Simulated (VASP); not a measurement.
# C (I4_1/amd) in VASP: a series of runs, part 2 of 2

VASP 6.6.1.

### 3 Single point, PBE (uniaxial z strain +1.0%)

The input, INCAR:

```
SYSTEM = C
PREC = Accurate ; ENCUT = 520
EDIFF = 1E-6 ; ISMEAR = 0
SIGMA = 0.01 ; LREAL = .False.
LASPH = .True. ; NELM = 100
ALGO = Normal ; ISIF = 2
LWAVE = .False. ; LCHARG = .True.
GGA = PE ; LELF = .True.
LVHAR = .True. ; NBANDS = 11
```

The input, KPOINTS:

```
regular mesh
0
Gamma
  6 6 6
  0 0 0
```

The input, POSCAR:

```
C
1.0
    0.0000000000      1.7801241425      1.7979253840
    1.7801241425      0.0000000000      1.7979253840
    1.7801241425      1.7801241425      0.0000000000
C
2
Direct
    0.0000000000      0.0000000000      0.0000000000
    0.2500000000      0.2500000000      0.2500000000
```

Potentials or basis: VASP PAW PBE potentials, release 64 (C).

Launch:

```
> cat potpaw_PBE.64/C/POTCAR > POTCAR
> mpirun -np 1 vasp_std > vasp.out
```

It took 6.1 s on 1 thread of AMD EPYC 7R13, shared host; peak memory 0.11 GiB.

It converged, with:

* Free energy: -18.1742 eV
* Pressure: 0.6 GPa
* Band gap on the k mesh: 4.02 eV, indirect (least direct gap 5.49 eV)

Stress tensor (GPa, compression positive):
```
 3.65  0.00  0.00
 0.00  3.65  0.00
 0.00  0.00 -5.63
```

Levels at points of the mesh, in eV from the valence-band top:
```csv
k point,band 1,band 2,band 3,band 4,band 5,band 6,band 7,band 8
"(0.00, 0.00, 0.00)",-21.47,-0.15,0.00,0.00,5.49,5.49,5.61,13.18
"(0.50, 0.00, 0.00)",-15.72,-13.37,-2.93,-2.75,8.28,8.43,8.81,15.61
"(0.50, 0.50, 0.00)",-12.88,-12.88,-6.22,-6.22,4.85,4.85,16.65,16.65
"(0.50, 0.00, 0.50)",-12.73,-12.73,-6.37,-6.37,4.62,4.62,16.70,16.70
```

Caveat: the k points lie up to 0.51 Å⁻¹ apart; the cell differs from its parent crystal (uniaxial z strain +1.0%).

### 4 Single point, PBE (uniaxial z strain +2.0%)

The input, INCAR:

```
SYSTEM = C
PREC     = Accurate       ! precision mode
ENCUT    = 520            ! plane-wave cutoff, eV
EDIFF    = 1E-7           ! SCF threshold, eV
ISMEAR   = 0              ! smearing method
SIGMA    = 0.01           ! smearing width, eV
LREAL    = .FALSE.        ! projectors in reciprocal space
LASPH    = .TRUE.         ! aspherical terms in the spheres
NELM     = 80             ! most SCF steps
ALGO     = Normal         ! electronic algorithm
ISIF     = 2              ! what is computed and relaxed
LWAVE    = .FALSE.        ! write WAVECAR
LCHARG   = .TRUE.         ! write CHGCAR
GGA      = PE             ! functional
LELF     = .TRUE.         ! ELF
LVHAR    = .TRUE.       
NBANDS   = 11             ! bands
```

The input, KPOINTS:

```
Automatic mesh
0
G
  6 6 6
  0 0 0
```

The input, POSCAR:

```
C
1.0
    0.0000000000      1.7801241425      1.8157266254
    1.7801241425      0.0000000000      1.8157266254
    1.7801241425      1.7801241425      0.0000000000
C
2
Direct
    0.0000000000      0.0000000000      0.0000000000
    0.2500000000      0.2500000000      0.2500000000
```

Potentials or basis: VASP PAW PBE potentials, release 64 (C).

Launch:

```
> cat potpaw_PBE.64/C/POTCAR > POTCAR
> mpirun -np 1 vasp_std > vasp.out
```

OUTCAR:

```text
SYSTEM = C
   PREC = Accurate
   ENCUT = 520
   EDIFF = 1E-7
   ISMEAR = 0
   LREAL = .FALSE.
   LASPH = .TRUE.
   NELM = 80
   ISIF = 2
   GGA = PE

 ion  position               nearest neighbor table
   1  0.000  0.000  0.000-   2 1.55   2 1.55   2 1.55   2 1.55
   2  0.250  0.250  0.250-   1 1.55   1 1.55   1 1.55   1 1.55

  LATTYP: Found a body centered tetragonal cell.
 ALAT       =     2.5174757050
 C/A-ratio  =     1.4424978337

  Lattice vectors:

[... 514 lines left out ...]
      4       3.8757      2.00000
      5      14.6070      0.00000
      6      17.6572      0.00000
      7      24.0644      0.00000
      8      24.6704      0.00000
      9      30.5920      0.00000
     10      32.7987      0.00000
     11      38.3161      0.00000

 [... further k-points ...]
[... 5 lines left out ...]
  --------------------------------------------------------------------------------------
  -------------------------------------------------------------------------------------
  Total        0.1785786      0.1785786     -1.1461197      0.0000000      0.0000000      0.0000000
  in kB       24.8633089     24.8633089   -159.5730361      0.0000000      0.0000000      0.0000000
  external PRESSURE =     -36.6154728 kB  Pullay stress =       0.0000000 kB

 VOLUME and BASIS-vectors are now :
 -----------------------------------------------------------------------------
  energy-cutoff  :      520.00
  volume of cell :       11.51
      direct lattice vectors                 reciprocal lattice vectors
     0.000000000  1.780124143  1.815726625    -0.280879287  0.280879287  0.275371850
     1.780124143  0.000000000  1.815726625     0.280879287 -0.280879287  0.275371850
     1.780124143  1.780124143  0.000000000     0.280879287  0.280879287 -0.275371850

 POSITION                                       TOTAL-FORCE (eV/Angst)
 -----------------------------------------------------------------------------------
      0.00000      0.00000      0.00000         0.000000      0.000000     -0.000000
      0.89006      0.89006      0.90786         0.000000      0.000000      0.000000
 -----------------------------------------------------------------------------------
    total drift:                                0.000000      0.000000      0.000000

  FREE ENERGIE OF THE ION-ELECTRON SYSTEM (eV)
  ---------------------------------------------------
  free  energy   TOTEN  =       -18.1668131622 eV

  energy  without entropy=      -18.1668131622  energy(sigma->0) =      -18.16681316
```

OSZICAR:

```text
N       E                     dE             d eps       ncg     rms          rms(c)
DAV:   1     0.387777701243E+00    0.38778E+00   -0.48054E+03   668   0.721E+02
DAV:   2    -0.183659801330E+02   -0.18754E+02   -0.18093E+02   901   0.122E+02
DAV:   3    -0.187793365928E+02   -0.41336E+00   -0.41196E+00   777   0.135E+01
DAV:   4    -0.187800577559E+02   -0.72116E-03   -0.72115E-03   702   0.724E-01
DAV:   5    -0.187800585668E+02   -0.81098E-06   -0.81099E-06   762   0.234E-02    0.546E+00
DAV:   6    -0.183200182541E+02    0.46004E+00   -0.23964E-01   666   0.344E+00    0.326E+00
DAV:   7    -0.181649634483E+02    0.15505E+00   -0.29528E-01   690   0.386E+00    0.734E-01
DAV:   8    -0.181667497792E+02   -0.17863E-02   -0.82422E-03   675   0.673E-01    0.435E-02
DAV:   9    -0.181667930238E+02   -0.43245E-04   -0.64949E-05   783   0.648E-02    0.241E-02
DAV:  10    -0.181668130789E+02   -0.20055E-04   -0.15435E-05   681   0.342E-02    0.528E-03
DAV:  11    -0.181668131622E+02   -0.83328E-07   -0.27121E-07   799   0.464E-03
   1 F= -.18166813E+02 E0= -.18166813E+02  d E =-.364069-122
```

stdout:

```text
POSCAR found type information on POSCAR C
 POSCAR found :  1 types and       2 ions
 scaLAPACK will be used
 LDA part: xc-table for (Slater+PW92), standard interpolation
 POSCAR, INCAR and KPOINTS ok, starting setup
 FFT: planning ... GRIDC
 FFT: planning ... GRID_SOFT
 FFT: planning ... GRID
 WAVECAR not read
 entering main loop
```

It took 5.3 s on 1 thread of AMD EPYC 7R13, shared host; peak memory 0.12 GiB.

Results:

```
Free energy            : -18.1668 eV
Pressure               : -3.7 GPa
Band gap on the k mesh : 3.87 eV, indirect (least direct gap 5.37 eV)
```

Caveat: the k points lie up to 0.51 Å⁻¹ apart; the cell differs from its parent crystal (uniaxial z strain +2.0%).

### 5 Single point, PBE (uniaxial z strain +3.0%)

The input, INCAR:

```
PREC = Accurate
ENCUT = 520
EDIFF = 1E-6
ISMEAR = 0
SIGMA = 0.01
LREAL = False
LASPH = True
NELM = 100
ALGO = Normal
ISIF = 2
LWAVE = False
LCHARG = False
GGA = PE
NBANDS = 11
```

The input, KPOINTS:

```
regular mesh
0
Gamma
  6 6 6
```

The input, POSCAR:

```
C
1.0
    0.0000000000      1.7801241425      1.8335278668
    1.7801241425      0.0000000000      1.8335278668
    1.7801241425      1.7801241425      0.0000000000
C
2
Direct
    0.0000000000      0.0000000000      0.0000000000
    0.2500000000      0.2500000000      0.2500000000
```

Launch:

```
> cat potpaw_PBE.64/C/POTCAR > POTCAR
> mpirun -np 1 vasp_std > vasp.out
```

Run time: 5.6 s. Hardware: 1 thread of AMD EPYC 7R13, shared host; peak memory 0.12 GiB.

It converged, with:

```
Free energy            : -18.1522 eV
Pressure               : -7.7 GPa
Band gap on the k mesh : 3.73 eV, indirect (least direct gap 5.26 eV)
```

Stress tensor (GPa, compression positive):
```
  1.49   0.00   0.00
  0.00   1.49   0.00
  0.00   0.00 -26.01
```

Levels at points of the mesh, in eV from the valence-band top:
| k point | band 1 | band 2 | band 3 | band 4 | band 5 | band 6 | band 7 | band 8 |
| --- | --- | --- | --- | --- | --- | --- | --- | --- |
| (0.00, 0.00, 0.00) | -21.31 | -0.45 | 0.00 | 0.00 | 5.26 | 5.26 | 5.62 | 12.62 |
| (0.50, 0.00, 0.00) | -15.67 | -13.26 | -3.15 | -2.62 | 7.68 | 8.32 | 8.78 | 15.33 |
| (0.50, 0.50, 0.00) | -13.04 | -13.04 | -6.01 | -6.01 | 5.01 | 5.01 | 16.18 | 16.18 |
| (0.50, 0.00, 0.50) | -12.60 | -12.60 | -6.44 | -6.44 | 4.34 | 4.34 | 16.30 | 16.30 |

Caveat: the k points lie up to 0.50 Å⁻¹ apart; the cell differs from its parent crystal (uniaxial z strain +3.0%).

### 6 The runs side by side

| cell | gap on the mesh (eV) | pressure (GPa) |
| --- | --- | --- |
| a = 2.505, b = 2.505, c = 2.517 Å, angles 59.8, 59.8, 60.3°, 2 atoms | 3.93 | 9.6 |
| a = 2.530, b = 2.530, c = 2.517 Å, angles 60.2, 60.2, 59.7°, 2 atoms | 4.02 | 0.6 |
| a = 2.543, b = 2.543, c = 2.517 Å, angles 60.3, 60.3, 59.3°, 2 atoms | 3.87 | -3.7 |
| a = 2.556, b = 2.556, c = 2.517 Å, angles 60.5, 60.5, 59.0°, 2 atoms | 3.73 | -7.7 |

Alike in all rows: task single point; level PBE; potentials or basis VASP PAW PBE potentials, release 64 (C); no spin polarisation; k mesh 6 × 6 × 6; cutoff (eV) 520; smearing gaussian 0.01 eV.

Caveats: all runs use coarse meshes.

Absolute energies hang on the potentials; compare differences alone.
